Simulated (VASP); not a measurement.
# SnSe2 (P-3m1) in VASP: single point with r2SCAN

Aim: the single point of SnSe2 with r2SCAN.

Everything below comes from runs of VASP 6.6.1. Logs are shortened: lines on timing, memory, paths and dates and some standing lists are left out, and cuts for length are marked.

## 1. The cell of the first run

It takes space group P-3m1 (No. 164, trigonal). The conventional cell has a = 3.825 Å, b = 3.825 Å, c = 5.978 Å, α = 90.00°, β = 90.00°, γ = 120.00°. Sn (site symmetry -3m) has 6 Se at 2.71 Å within 3.6 Å. Within 3.6 Å of Se (site symmetry 3m) lie 3 Sn at 2.71 Å and 3 Se at 3.60 Å.

## 2. Single point, r2SCAN, non-collinear spin, zero start, spin-orbit coupling (uniaxial z strain -4.0%)

Input file POSCAR:

```
SnSe2
1.0
    3.8251493298      0.0000000000      0.0000000000
   -1.9125746649      3.3126764929      0.0000000000
    0.0000000000      0.0000000000      5.9779959018
Sn Se
1 2
Direct
    0.0000000000      0.0000000000      0.0000000000
    0.3333333333      0.6666666667      0.2622803274
    0.6666666667      0.3333333333      0.7377196726
```

Input file INCAR.step1:

```
  PREC = Accurate
  ENCUT = 520
  ISMEAR = -1
  SIGMA = 0.02
  LREAL = False
  LASPH = True
  NELM = 150
  MAGMOM = 0 0 0 0 0 0 0 0 0
  LSORBIT = True
  GGA_COMPAT = False
  NBANDS = 39
  GGA = PE
  ALGO = Normal
  EDIFF = 1E-4
  LWAVE = True
  LCHARG = False
```

Input file INCAR.step2:

```
  PREC = Accurate
  ENCUT = 520
  EDIFF = 1E-6
  ISMEAR = -1
  SIGMA = 0.02
  LREAL = False
  LASPH = True
  NELM = 150
  ALGO = Normal
  ISIF = 2
  LWAVE = False
  LCHARG = True
  MAGMOM = 0 0 0 0 0 0 0 0 0
  LORBIT = 11
  LSORBIT = True
  GGA_COMPAT = False
  LORBMOM = True
  METAGGA = R2SCAN
  LMIXTAU = True
  LVHAR = True
  NBANDS = 39
  ISTART = 1
```

Input file KPOINTS:

```
Automatic mesh
0
Gamma
  12 12 4
```

Potentials or basis: VASP PAW PBE potentials, release 64 (Sn_d, Se).

On the command line:

```console
$ cat potpaw_PBE.64/Sn_d/POTCAR potpaw_PBE.64/Se/POTCAR > POTCAR
$ cp INCAR.step1 INCAR
$ mpirun -np 1 vasp_ncl > vasp.out
$ cp INCAR.step2 INCAR
$ mpirun -np 1 vasp_ncl > vasp.out
```

OUTCAR:

```text
PREC = Accurate
   ENCUT = 520
   EDIFF = 1E-6
   ISMEAR = -1
   LREAL = False
   LASPH = True
   NELM = 150
   ISIF = 2
   LORBIT = 11
   LSORBIT = True
   METAGGA = R2SCAN
   ISTART = 1

 ion  position               nearest neighbor table
   1  0.000  0.000  0.000-   2 2.71   3 2.71   3 2.71   2 2.71   3 2.71   2 2.71
   2  0.333  0.667  0.262-   1 2.71   1 2.71   1 2.71
   3  0.667  0.333  0.738-   1 2.71   1 2.71   1 2.71

  LATTYP: Found a hexagonal cell.
 ALAT       =     3.8251493298
 C/A-ratio  =     1.5628137326

  Lattice vectors:

 A1 = (   3.8251493298,   0.0000000000,   0.0000000000)
 A2 = (  -1.9125746649,   3.3126764929,   0.0000000000)
 A3 = (   0.0000000000,   0.0000000000,   5.9779959018)

Analysis of symmetry for initial positions (statically):
=====================================================================
 Subroutine PRICEL returns:
 Original cell was already a primitive cell.

 Routine SETGRP: Setting up the symmetry group for a
 hexagonal supercell.

 Subroutine GETGRP returns: Found 12 space group operations
 (whereof 12 operations were pure point group operations)
 out of a pool of 24 trial point group operations.

The static configuration has the point symmetry D_3d.

Analysis of symmetry for dynamics (positions and initial velocities):
=====================================================================
 Subroutine PRICEL returns:
 Original cell was already a primitive cell.

 Routine SETGRP: Setting up the symmetry group for a
 hexagonal supercell.

 Subroutine GETGRP returns: Found 12 space group operations
 (whereof 12 operations were pure point group operations)
 out of a pool of 24 trial point group operations.

The dynamic configuration has the point symmetry D_3d.

Analysis of structural, dynamic, and magnetic symmetry:
=====================================================================
 Subroutine PRICEL returns:
 Original cell was already a primitive cell.

 Routine SETGRP: Setting up the symmetry group for a
 hexagonal supercell.

 Subroutine GETGRP returns: Found 12 space group operations
 (whereof 12 operations were pure point group operations)
 out of a pool of 24 trial point group operations.

The overall configuration has the point symmetry D_3d.

 Subroutine INISYM returns: Found 12 space group operations
 (whereof 12 operations are pure point group operations),
 and found     1 'primitive' translations

----------------------------------------------------------------------------------------

                                     Primitive cell

  volume of cell :      75.7501

  direct lattice vectors                    reciprocal lattice vectors
     3.825149330  0.000000000  0.000000000     0.261427702  0.150935354  0.000000000
    -1.912574665  3.312676493  0.000000000     0.000000000  0.301870709  0.000000000
     0.000000000  0.000000000  5.977995902     0.000000000  0.000000000  0.167280141

  length of vectors
     3.825149330  3.825149330  5.977995902     0.301870709  0.301870709  0.167280141

  position of ions in fractional coordinates (direct lattice)
     0.000000000  0.000000000  0.000000000
     0.333333333  0.666666667  0.262280327
     0.666666667  0.333333333  0.737719673

  ion indices of the primitive-cell ions
   primitive index   ion index
                 1           1
                 2           2
                 3           3

----------------------------------------------------------------------------------------

 KPOINTS: Automatic mesh

Automatic generation of k-mesh.
 Grid dimensions read from file:
 generate k-points for:   12   12    4

 Generating k-lattice:

  Cartesian coordinates                     Fractional coordinates (reciprocal lattice)
     0.021785642  0.012577946  0.000000000     0.083333333  0.000000000  0.000000000
     0.000000000  0.025155892  0.000000000     0.000000000  0.083333333  0.000000000
[... 98 lines left out ...]
 number of electron      26.0000007 magnetization       0.0000000      0.0000000     -0.0000000

 number of electron      26.0000007 magnetization      -0.0000000     -0.0000000     -0.0000000

 Free energy of the ion-electron system (eV)
  ---------------------------------------------------
  ext. energy  EPLUGINS =         0.00000000
  ---------------------------------------------------
  free energy    TOTEN  =       -54.67472671 eV

  energy without entropy =      -54.67472671  energy(sigma->0) =      -54.67472671

 E-fermi :   4.7203     XC(G=0): -10.1659

 val. band max:        4.3229776623   @ k =   0.0833   0.0833   0.0000
 cond. band min:       5.1093037600   @ k =   0.0000   0.4167   0.2500
 fundamental gap:      0.7863260977
 Fermi energy:         4.7202825369

 k-point     1 :       0.0000    0.0000    0.0000
  band No.  band energies     occupation
      1     -18.3925      1.00000
      2     -18.3925      1.00000
      3     -18.3695      1.00000
      4     -18.3695      1.00000
      5     -17.3681      1.00000
      6     -17.3681      1.00000
[... 973 lines left out ...]
     37      12.6582      0.00000
     38      12.6582      0.00000

 [... further k-points ...]

 [bands above 38 left out]

------------------------ aborting loop because EDIFF is reached ----------------------------------------

  FORCE on cell =-STRESS in cart. coord.  units (eV):
  Direction    XX          YY          ZZ          XY          YZ          ZX
  --------------------------------------------------------------------------------------
  -------------------------------------------------------------------------------------
  Total        0.8550080      0.8550080      1.1872541     -0.0000000     -0.0000000     -0.0000000
  in kB       18.0841348     18.0841348     25.1114182     -0.0000000     -0.0000000     -0.0000000
  external PRESSURE =      20.4265626 kB  Pullay stress =       0.0000000 kB

 VOLUME and BASIS-vectors are now :
 -----------------------------------------------------------------------------
  energy-cutoff  :      520.00
  volume of cell :       75.75
      direct lattice vectors                 reciprocal lattice vectors
     3.825149330  0.000000000  0.000000000     0.261427702  0.150935354  0.000000000
    -1.912574665  3.312676493  0.000000000     0.000000000  0.301870709  0.000000000
     0.000000000  0.000000000  5.977995902     0.000000000  0.000000000  0.167280141

 POSITION                                       TOTAL-FORCE (eV/Angst)
 -----------------------------------------------------------------------------------
      0.00000      0.00000      0.00000        -0.000000      0.000000      0.000000
     -0.00000      2.20845      1.56791         0.000000      0.000000     -0.015603
      1.91257      1.10423      4.41009        -0.000000      0.000000      0.015603
 -----------------------------------------------------------------------------------
    total drift:                               -0.000000      0.000000      0.000000

  FREE ENERGIE OF THE ION-ELECTRON SYSTEM (eV)
  ---------------------------------------------------
  free  energy   TOTEN  =       -54.6747267062 eV

  energy  without entropy=      -54.6747267061  energy(sigma->0) =      -54.67472671

 orbital moment (x)

 # of ion     p       d       tot
 ----------------------------------------
  1        -0.000  -0.000  -0.000
  2         0.000   0.000   0.000
  3         0.000   0.000   0.000
 ----------------------------------------
            0.000   0.000   0.000

 orbital moment (y)

 # of ion     p       d       tot
 ----------------------------------------
  1        -0.000  -0.000  -0.000
  2        -0.000  -0.000  -0.000
  3        -0.000  -0.000  -0.000
 ----------------------------------------
           -0.000  -0.000  -0.000

 orbital moment (z)

 # of ion     p       d       tot
 ----------------------------------------
  1         0.000  -0.000  -0.000
  2         0.000  -0.000  -0.000
  3         0.000   0.000   0.000
 ----------------------------------------
            0.000  -0.000  -0.000

 Spin-Orbit-Coupling matrix elements

 Ion:    1  E_soc:     -0.0847955
 l=   1
     0.0000000    -0.0082724    -0.0082832
    -0.0082724     0.0000000    -0.0082724
    -0.0082832    -0.0082724     0.0000000
 l=   2
     0.0000000    -0.0011641     0.0000000    -0.0011641    -0.0046950
    -0.0011641     0.0000000    -0.0035256    -0.0011671    -0.0011641
     0.0000000    -0.0035256     0.0000000    -0.0035256     0.0000000
    -0.0011641    -0.0011671    -0.0035256     0.0000000    -0.0011641
    -0.0046950    -0.0011641     0.0000000    -0.0011641     0.0000000
 l=   3
     0.0000000     0.0000000     0.0000000     0.0000000     0.0000000     0.0000000     0.0000000
     0.0000000     0.0000000     0.0000000     0.0000000     0.0000000     0.0000000     0.0000000
     0.0000000     0.0000000     0.0000000     0.0000000     0.0000000     0.0000000     0.0000000
     0.0000000     0.0000000     0.0000000     0.0000000     0.0000000     0.0000000     0.0000000
[... 29 lines left out ...]
 l=   2
     0.0000000    -0.0000001     0.0000000    -0.0000001    -0.0000025
    -0.0000001     0.0000000     0.0000019     0.0000039    -0.0000001
     0.0000000     0.0000019     0.0000000     0.0000019     0.0000000
    -0.0000001     0.0000039     0.0000019     0.0000000    -0.0000001
    -0.0000025    -0.0000001     0.0000000    -0.0000001     0.0000000
 l=   3
     0.0000000     0.0000000     0.0000000     0.0000000     0.0000000     0.0000000     0.0000000
     0.0000000     0.0000000     0.0000000     0.0000000     0.0000000     0.0000000     0.0000000
     0.0000000     0.0000000     0.0000000     0.0000000     0.0000000     0.0000000     0.0000000
     0.0000000     0.0000000     0.0000000     0.0000000     0.0000000     0.0000000     0.0000000
     0.0000000     0.0000000     0.0000000     0.0000000     0.0000000     0.0000000     0.0000000
     0.0000000     0.0000000     0.0000000     0.0000000     0.0000000     0.0000000     0.0000000
     0.0000000     0.0000000     0.0000000     0.0000000     0.0000000     0.0000000     0.0000000

 total charge

# of ion       s       p       d       tot
------------------------------------------
    1        1.022   1.056  10.107  12.185
    2        1.483   2.362   0.029   3.874
    3        1.483   2.362   0.029   3.874
--------------------------------------------------
tot          3.987   5.779  10.165  19.932

 magnetization (x)

# of ion       s       p       d       tot
------------------------------------------
    1       -0.000   0.000   0.000  -0.000
    2        0.000   0.000  -0.000   0.000
    3        0.000   0.000  -0.000   0.000
--------------------------------------------------
tot         -0.000   0.000  -0.000   0.000

 magnetization (y)

# of ion       s       p       d       tot
------------------------------------------
    1        0.000   0.000  -0.000  -0.000
    2        0.000  -0.000   0.000  -0.000
    3        0.000  -0.000   0.000  -0.000
--------------------------------------------------
tot          0.000  -0.000   0.000  -0.000

 magnetization (z)

# of ion       s       p       d       tot
------------------------------------------
    1        0.000   0.000   0.000   0.000
    2        0.000   0.000   0.000   0.000
    3        0.000   0.000   0.000   0.000
--------------------------------------------------
tot          0.000   0.000   0.000   0.000
```

Run time: 39 min. Hardware: 1 thread of Oxide Virtual Turin-like, shared host; peak memory 0.55 GiB.

What came out:

```
Free energy                                           : -54.6747 eV
Pressure                                              : 2.0 GPa
Largest force                                         : 0.016 eV/Å
Net moment                                            : 0.00 μB per cell
Valence electrons inside the program's atomic spheres : Sn 12.19; Se 3.87
```

Forces in eV/Å, atoms in the order of the input:
```
Sn   0.000  0.000  0.000
Se   0.000  0.000 -0.016
Se   0.000  0.000  0.016
```

Stress tensor (GPa, compression positive):
```
1.81 0.00 0.00
0.00 1.81 0.00
0.00 0.00 2.51
```

Moments on the atoms (μB; x, y, z):
```
Sn  0.00 0.00 0.00
Se  0.00 0.00 0.00
Se  0.00 0.00 0.00
```

Caveat: the cell differs from its parent crystal (uniaxial z strain -4.0%); the PAW data sets were made with another functional, which shifts forces and pressure a little.
